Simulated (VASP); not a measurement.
Wanted: the native input for a VASP 6.6.1 run.

| Property | Result |
| --- | --- |
| Task | single point |
| Functional | LDA |
| Potentials or basis | VASP PAW LDA potentials, release 64 (Rh_pv) |
| Cutoff | 500 eV |
| k mesh | 10 × 10 × 5 |
| Occupations | methfessel-paxton, width 0.1 eV |
| Spin | no spin polarisation |
| Dipole correction | no |
| Further INCAR settings | ALGO = Normal; EDIFF = 1e-06; NBANDS = 22 |

The structure of Rh lies in POSCAR:

```
Rh
1.0
    2.7309800000      0.0000000000      0.0000000000
   -1.3654900000      2.3650980572      0.0000000000
    0.0000000000      0.0000000000      4.4284900000
Rh
2
Direct
    0.6666666667      0.3333333333      0.7500000000
    0.3333333333      0.6666666667      0.2500000000
```

This isn't the form of Rh at room conditions, which is fcc.

The input as run:

INCAR

```
SYSTEM = Rh
PREC     = Accurate       ! precision mode
ENCUT    = 500            ! plane-wave cutoff, eV
EDIFF    = 1E-6           ! SCF threshold, eV
ISMEAR   = 1              ! smearing method
SIGMA    = 0.1            ! smearing width, eV
LREAL    = .FALSE.        ! projectors in reciprocal space
LASPH    = .TRUE.         ! aspherical terms in the spheres
NELM     = 120            ! most SCF steps
ALGO     = Normal         ! electronic algorithm
ISIF     = 2              ! what is computed and relaxed
LWAVE    = .FALSE.        ! write WAVECAR
LCHARG   = .TRUE.         ! write CHGCAR
GGA      = CA             ! functional
LELF     = .TRUE.         ! ELF
LVHAR    = .TRUE.       
NBANDS   = 22             ! bands
GGA_COMPAT= .FALSE.
```

KPOINTS

```
Automatic mesh
0
G
  10 10 5
  0 0 0
```

Potentials or basis: VASP PAW LDA potentials, release 64 (Rh_pv).

The run is started by

```bash
$ cat potpaw_LDA.64/Rh_pv/POTCAR > POTCAR
$ mpirun -np 1 vasp_std > vasp.out
```

It gave:

* Pressure: -18.8 GPa
* Band gap on the k mesh: zero (bands 15 and 16 overlap by 2.18 eV)

Caveat: the cell stands under tension.

Wall time 13 s on 1 thread of AMD EPYC 7R13 Processor (Zen 3), on a shared host, peak memory 0.11 GiB.
